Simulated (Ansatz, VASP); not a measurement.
Two plane-wave programs on K3Eu

File INCAR:

```
  PREC = Accurate
  ENCUT = 520
  EDIFF = 1E-7
  ISMEAR = -1
  SIGMA = 0.05
  LREAL = False
  LASPH = True
  NELM = 150
  ALGO = Fast
  ISIF = 2
  LWAVE = False
  LCHARG = False
  ISPIN = 2
  MAGMOM = 7 0 0 0
  LORBIT = 11
  LMAXMIX = 6
  GGA = PE
  NBANDS = 34
```

File KPOINTS:

```
regular mesh
0
Gamma
  5 5 5
```

File POSCAR:

```
K3Eu
1.0
    0.0000000000      5.1918328053      5.1918328053
    5.1918328053      0.0000000000      5.1918328053
    5.1918328053      5.1918328053      0.0000000000
Eu K
1 3
Direct
    0.0000000000      0.0000000000      0.0000000000
    0.5000000000      0.5000000000      0.5000000000
    0.7500000000      0.7500000000      0.7500000000
    0.2500000000      0.2500000000      0.2500000000
```

Contents of input.yaml:

```yaml
crystal:
  lattice:
    - [0.0, 5.1918328053, 5.1918328053]
    - [5.1918328053, 0.0, 5.1918328053]
    - [5.1918328053, 5.1918328053, 0.0]
  atoms:
    - { symbol: Eu, position: [0.0, 0.0, 0.0], spin: 7.0 }
    - { symbol: K, position: [0.5, 0.5, 0.5] }
    - { symbol: K, position: [0.75, 0.75, 0.75] }
    - { symbol: K, position: [0.25, 0.25, 0.25] }
hamiltonian:
  xc: pbe
  pseudopotentials: { kind: paw }
magnetization:
  spin_polarized: true
kpoints:
  mp_grid: { grid: [5, 5, 5] }
scf:
  occupations: { method: fermi_dirac, width: 0.05 }
output:
  forces: true
  stress: true
  eigenvalues: true
  write_density: true
  write_potential: true
  elf: true
  volumetric_format: npy
```

Alike in both runs: task single point; functional PBE; k mesh 5 × 5 × 5; occupations fermi-dirac, width 0.05 eV; collinear spin.

```csv
,VASP,Ansatz
version,VASP 6.6.1,Ansatz 0.2.0
potentials or method,"VASP PAW PBE potentials, release 64 (Eu, K_sv)",Ansatz PAW
plane-wave cutoff (eV),520,420
valence electrons in the cell,44,44
```

|  | VASP | Ansatz | Ansatz less VASP |
| --- | --- | --- | --- |
| gap on the k mesh at the Fermi level (eV) | none | none | - |
| pressure (GPa) | -0.2 | -0.2 | +0.03 |
| net moment per atom (μB) | 1.90 | 1.90 | -0.001 |
| size of the moment on the site where the two differ most (μB) | 6.77 | 7.17 | +0.402 |

Site moments also hang on the region over which each program counts them. A gap of «none» marks a metal or a gap that the smearing closes.

Spin-orbit coupling is off throughout.
